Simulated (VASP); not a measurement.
# CaSe (Immm) in VASP: notebook

CaSe is run at these levels: LDA; tasks: single point.

All numbers are computed with VASP 6.6.1; they aren't measurements. Logs are shortened: lines on timing, memory, paths and dates and some standing lists are left out, and cuts for length are marked.

## 1. The cell of the first run

The structure is orthorhombic, space group Immm (No. 71). The conventional cell has a = 4.128 Å, b = 4.233 Å, c = 5.912 Å, α = 90.00°, β = 90.00°, γ = 90.00°. Ca (site symmetry mmm) has 6 Se at 2.96 Å within 3.9 Å. Within 3.9 Å of Se (site symmetry mmm) lie 6 Ca at 2.96 Å.

## 2. Single point, LDA (strain +0.0250 x Voigt [0, 0, 0, 0, 1, 0])

Contents of INCAR:

```
PREC = Accurate
ENCUT = 520
EDIFF = 1E-6
ISMEAR = 0
SIGMA = 0.05
LREAL = F
LASPH = T
NELM = 80
ALGO = Normal
ISIF = 2
LWAVE = F
LCHARG = F
NBANDS = 15
```

Contents of KPOINTS:

```
regular mesh
0
Gamma
  8 8 8
```

Contents of POSCAR:

```
CaSe
1.0
    0.0369500000      2.9560000000      2.9560000000
    2.9929500000      0.0000000000      2.9929500000
    2.9560000000      2.9560000000      0.0369500000
Ca Se
1 1
Direct
    0.0000000000      0.0000000000      0.0000000000
    0.5000000000      0.5000000000      0.5000000000
```

Potentials or basis: VASP PAW LDA potentials, release 64 (Ca_sv, Se).

The run is started by

```console
cat potpaw_LDA.64/Ca_sv/POTCAR potpaw_LDA.64/Se/POTCAR > POTCAR
mpirun -np 1 vasp_std > vasp.out
```

OUTCAR:

```text
PREC = Accurate
   ENCUT = 520
   EDIFF = 1E-6
   ISMEAR = 0
   LREAL = F
   LASPH = T
   NELM = 80
   ISIF = 2

 ion  position               nearest neighbor table
   1  0.000  0.000  0.000-   2 2.96   2 2.96   2 2.96   2 2.96   2 2.96   2 2.96
   2  0.500  0.500  0.500-   1 2.96   1 2.96   1 2.96   1 2.96   1 2.96   1 2.96

  LATTYP: Found a body centered orthorhombic cell.
 ALAT       =     4.1281600992
 B/A-ratio  =     1.0253164557
 C/A-ratio  =     1.4321149999

  Lattice vectors:

 A1 = (   0.0369500000,  -2.9560000000,   2.9560000000)
 A2 = (  -0.0369500000,  -2.9560000000,  -2.9560000000)
 A3 = (   2.9560000000,   2.9560000000,   0.0369500000)

Analysis of symmetry for initial positions (statically):
=====================================================================
 Subroutine PRICEL returns:
 Original cell was already a primitive cell.

 Routine SETGRP: Setting up the symmetry group for a
 body centered orthorhombic supercell.

 Subroutine GETGRP returns: Found  8 space group operations
 (whereof  8 operations were pure point group operations)
 out of a pool of  8 trial point group operations.

The static configuration has the point symmetry D_2h.

Analysis of symmetry for dynamics (positions and initial velocities):
=====================================================================
 Subroutine PRICEL returns:
 Original cell was already a primitive cell.

 Routine SETGRP: Setting up the symmetry group for a
 body centered orthorhombic supercell.

 Subroutine GETGRP returns: Found  8 space group operations
 (whereof  8 operations were pure point group operations)
 out of a pool of  8 trial point group operations.

The dynamic configuration has the point symmetry D_2h.

 Subroutine INISYM returns: Found  8 space group operations
 (whereof  8 operations are pure point group operations),
 and found     1 'primitive' translations

----------------------------------------------------------------------------------------

                                     Primitive cell

  volume of cell :      51.6506

  direct lattice vectors                    reciprocal lattice vectors
     0.036950000  2.956000000  2.956000000    -0.171288604  0.169147497  0.171288604
     2.992950000  0.000000000  2.992950000     0.167059256 -0.169147497  0.167059256
     2.956000000  2.956000000  0.036950000     0.171288604  0.169147497 -0.171288604

  length of vectors
[... 91 lines left out ...]
   TEBEG  =    0.0;   TEEND  =   0.0 temperature during run
   PSTRESS=    0.0 pullay stress
   NELECT =      16.0000    total number of electrons
   NUPDOWN=      -1.0000    fix difference up-down
   EMIN   =  10.00;   EMAX   =-10.00  energy-range for DOS
   EFERMI =   0.00;   METHOD = LEGACY
   ISMEAR =     0;   SIGMA  =   0.05  broadening in eV -4-tet -1-fermi 0-gaus
   EFERMI_NEDOS =   21; number of points for ismear=-14 and -15
   IALGO  =     38    algorithm
   IMIX   =      4    mixing-type and parameters
     AMIX     =   0.40;   BMIX     =  1.00
     AMIX_MAG =   1.60;   BMIX_MAG =  1.00
  volume/ion in A,a.u.               =      25.83       174.28
  Fermi-wavevector in a.u.,A,eV,Ry     =   1.107702  2.093254 16.694405  1.227004
  Thomas-Fermi vector in A             =   2.244220
   LORBIT       =      0    0 simple, 1 ext, 2 COOP (PROOUT), +10 PAW based schemes
   GGA     = CA    functional components
   LHFCALC =     F    Hartree Fock is set to
   AEXX    =    0.0000 exact exchange contribution
   IVDW    =     0    specifies the selected vdW correction
   LEPSILON=     F    determine dielectric tensor
   LRPA    =     F    only Hartree local field effects (RPA)
 non-spin polarized calculation
 Gauss-broadening in eV      SIGMA  =   0.05
  energy-cutoff  :      520.00
  volume of cell :       51.65
 maximum number of plane-waves:      1403
   NGX = 15   NGY = 15   NGZ = 15

 number of electron      16.0000000 magnetization

 Free energy of the ion-electron system (eV)
  ---------------------------------------------------
  ext. energy  EPLUGINS =         0.00000000
  ---------------------------------------------------
  free energy    TOTEN  =       -10.55452789 eV

  energy without entropy =      -10.55452789  energy(sigma->0) =      -10.55452789

 E-fermi :   2.7070     XC(G=0):  -9.5044

 val. band max:        2.4342547798   @ k =   0.0000   0.0000   0.0000
 cond. band min:       4.2185076420   @ k =   0.5000   0.0000   0.5000
 fundamental gap:      1.7842528622
 Fermi energy:         2.7070303399

 k-point     1 :       0.0000    0.0000    0.0000
  band No.  band energies     occupation
      1     -36.9118      2.00000
      2     -18.2048      2.00000
      3     -18.2028      2.00000
      4     -18.2009      2.00000
      5      -9.4830      2.00000
      6       2.2936      2.00000
      7       2.3603      2.00000
      8       2.4343      2.00000
      9       5.4525      0.00000
     10       5.8159      0.00000
     11       5.9261      0.00000
     12       5.9974      0.00000
     13       6.5193      0.00000
     14       6.5205      0.00000
[... 401 lines left out ...]
      2     -18.2748      2.00000
      3     -18.2308      2.00000
      4     -18.2245      2.00000
      5      -8.9773      2.00000
      6      -0.1397      2.00000
      7       1.2937      2.00000
      8       1.5166      2.00000
      9       5.0205      0.00000
     10       7.2648      0.00000
     11       7.2893      0.00000
     12       7.9163      0.00000
     13       7.9884      0.00000
     14       9.7152      0.00000
     15      10.8707      0.00000

 [... further k-points ...]

------------------------ aborting loop because EDIFF is reached ----------------------------------------

  FORCE on cell =-STRESS in cart. coord.  units (eV):
  Direction    XX          YY          ZZ          XY          YZ          ZX
  --------------------------------------------------------------------------------------
  -------------------------------------------------------------------------------------
  Total       -0.9296434     -0.9368660     -0.9296434      0.0000000      0.0000000     -0.2254448
  in kB      -28.8370974    -29.0611388    -28.8370974      0.0000000      0.0000000     -6.9931895
  external PRESSURE =     -28.9117778 kB  Pullay stress =       0.0000000 kB

 VOLUME and BASIS-vectors are now :
 -----------------------------------------------------------------------------
  energy-cutoff  :      520.00
  volume of cell :       51.65
      direct lattice vectors                 reciprocal lattice vectors
     0.036950000  2.956000000  2.956000000    -0.171288604  0.169147497  0.171288604
     2.992950000  0.000000000  2.992950000     0.167059256 -0.169147497  0.167059256
     2.956000000  2.956000000  0.036950000     0.171288604  0.169147497 -0.171288604

 POSITION                                       TOTAL-FORCE (eV/Angst)
 -----------------------------------------------------------------------------------
      0.00000      0.00000      0.00000         0.000000      0.000000     -0.000000
      2.99295      2.95600      2.99295        -0.000000     -0.000000      0.000000
 -----------------------------------------------------------------------------------
    total drift:                                0.000000     -0.000000     -0.000000

  FREE ENERGIE OF THE ION-ELECTRON SYSTEM (eV)
  ---------------------------------------------------
  free  energy   TOTEN  =       -10.5545278930 eV

  energy  without entropy=      -10.5545278930  energy(sigma->0) =      -10.55452789
```

stdout:

```text
POSCAR found type information on POSCAR CaSe
 POSCAR found :  2 types and       2 ions
 scaLAPACK will be used
 LDA part: xc-table for (Slater(with rela. corr.)+CA(PZ))
 , standard interpolation
 POSCAR, INCAR and KPOINTS ok, starting setup
 FFT: planning ... GRIDC
 FFT: planning ... GRID_SOFT
 FFT: planning ... GRID
 WAVECAR not read
 entering main loop
```

Wall time 20 s (1 thread of Intel Xeon 6975P-C (Granite Rapids), shared host); peak memory 0.2 GiB.

What came out:

```
Free energy            : -10.5545 eV
Pressure               : -2.9 GPa
Band gap on the k mesh : 1.78 eV (least direct gap 2.70 eV)
```

Stress tensor (GPa, compression positive):
```
-2.88  0.00 -0.70
 0.00 -2.91  0.00
-0.70  0.00 -2.88
```

Caveat: the cell differs from its parent crystal (strain +0.0250 x Voigt [0, 0, 0, 0, 1, 0]).

## 3. Single point, LDA (strain +0.0150 x Voigt [0, 0, 0, 0, 1, 0])

Contents of INCAR:

```
  ALGO = Normal
  EDIFF = 1E-7
  ENCUT = 520
  GGA = CA
  ISIF = 2
  ISMEAR = 0
  LASPH = T
  LCHARG = F
  LREAL = F
  LWAVE = F
  NBANDS = 15
  NELM = 80
  PREC = Accurate
  SIGMA = 0.05
```

Contents of KPOINTS:

```
k-points
0
Gamma
  8 8 8
```

Contents of POSCAR:

```
CaSe
1.0
    0.0221700000      2.9560000000      2.9560000000
    2.9781700000      0.0000000000      2.9781700000
    2.9560000000      2.9560000000      0.0221700000
Ca Se
1 1
Direct
    0.0000000000      0.0000000000      0.0000000000
    0.5000000000      0.5000000000      0.5000000000
```

Potentials or basis: VASP PAW LDA potentials, release 64 (Ca_sv, Se).

The run is started by

```console
cat potpaw_LDA.64/Ca_sv/POTCAR potpaw_LDA.64/Se/POTCAR > POTCAR
mpirun -np 1 vasp_std > vasp.out
```

Wall time 20 s (1 thread of Intel Xeon 6975P-C (Granite Rapids), shared host); peak memory 0.2 GiB.

It converged, with:

| Item | Value |
| --- | --- |
| Free energy | -10.5562 eV |
| Pressure | -2.9 GPa |
| Band gap on the k mesh | 1.82 eV (least direct gap 2.74 eV) |

Stress tensor (GPa, compression positive):
```
-2.90  0.00 -0.42
 0.00 -2.90  0.00
-0.42  0.00 -2.90
```

Levels at points of the mesh, in eV from the valence-band top:
| k point | band 6 | band 7 | band 8 | band 9 | band 10 | band 11 |
| --- | --- | --- | --- | --- | --- | --- |
| (0.00, 0.00, 0.00) | -0.08 | -0.04 | 0.00 | 3.06 | 3.45 | 3.51 |
| (0.50, 0.00, 0.00) | -3.38 | -1.33 | -1.28 | 4.31 | 5.26 | 5.30 |
| (0.00, 0.50, 0.00) | -3.40 | -1.28 | -1.22 | 4.36 | 5.22 | 5.32 |
| (0.50, 0.50, 0.00) | -2.59 | -0.99 | -0.99 | 1.82 | 4.80 | 4.89 |
| (0.50, 0.00, 0.50) | -2.59 | -1.05 | -0.93 | 1.82 | 4.80 | 4.89 |

Caveat: the cell differs from its parent crystal (strain +0.0150 x Voigt [0, 0, 0, 0, 1, 0]).

## 4. Single point, LDA (strain +0.0050 x Voigt [0, 0, 0, 0, 1, 0])

Contents of INCAR:

```
SYSTEM = CaSe
ALGO = Normal
EDIFF = 1E-7
ENCUT = 520
ISIF = 2
ISMEAR = 0
LASPH = .True.
LCHARG = .False.
LREAL = .False.
LWAVE = .False.
NBANDS = 15
NELM = 60
PREC = Accurate
SIGMA = 0.05
```

Contents of KPOINTS:

```
k-points
0
Gamma
  8 8 8
  0 0 0
```

Contents of POSCAR:

```
CaSe
1.0
    0.0073900000      2.9560000000      2.9560000000
    2.9633900000      0.0000000000      2.9633900000
    2.9560000000      2.9560000000      0.0073900000
Ca Se
1 1
Direct
    0.0000000000      0.0000000000      0.0000000000
    0.5000000000      0.5000000000      0.5000000000
```

The run is started by

```console
cat potpaw_LDA.64/Ca_sv/POTCAR potpaw_LDA.64/Se/POTCAR > POTCAR
mpirun -np 1 vasp_std > vasp.out
```

Run time: 20 s. Hardware: 1 thread of Intel Xeon 6975P-C (Granite Rapids), shared host; peak memory 0.21 GiB.

Results (log left out):

```yaml
Free_energy: -10.5571 eV
Pressure: -2.9 GPa
Band_gap_on_the_k_mesh: 1.85 eV (least direct gap 2.78 eV)
```

Stress tensor (GPa, compression positive):
```
-2.90  0.00 -0.14
 0.00 -2.90  0.00
-0.14  0.00 -2.90
```

Levels at points of the mesh, in eV from the valence-band top:
```
           k point  band 4  band 5  band 6  band 7  band 8  band 9  band 10  band 11  band 12  band 13
(0.00, 0.00, 0.00)  -20.58  -11.86   -0.03   -0.01    0.00    3.10     3.51     3.53     3.55     4.14
(0.50, 0.00, 0.00)  -20.59  -11.15   -3.36   -1.26   -1.25    4.35     5.31     5.33     5.36     7.43
(0.00, 0.50, 0.00)  -20.59  -11.15   -3.37   -1.25   -1.23    4.37     5.30     5.33     5.34     7.42
(0.50, 0.50, 0.00)  -20.61  -11.28   -2.56   -0.96   -0.96    1.85     4.83     4.92     5.88     5.88
(0.50, 0.00, 0.50)  -20.61  -11.28   -2.56   -0.98   -0.94    1.85     4.83     4.92     5.88     5.88
```

Caveat: the cell differs from its parent crystal (strain +0.0050 x Voigt [0, 0, 0, 0, 1, 0]). A k mesh can miss the band edges.

## 5. The runs side by side

```csv
cell,gap on the mesh (eV),pressure (GPa)
"a = 4.181, b = 4.233 Å, angles 59.6, 59.2, 59.6°, 2 atoms",1.78,-2.9
"a = 4.180, b = 4.212 Å, angles 59.8, 59.5, 59.8°, 2 atoms",1.82,-2.9
"a = 4.180, b = 4.191 Å, angles 59.9, 59.8, 59.9°, 2 atoms",1.85,-2.9
```

Alike in all rows: task single point; level LDA; potentials or basis VASP PAW LDA potentials, release 64 (Ca_sv, Se); no spin polarisation; k mesh 8 × 8 × 8; cutoff (eV) 520; smearing gaussian 0.05 eV.

Absolute energies hang on the potentials; compare differences alone.
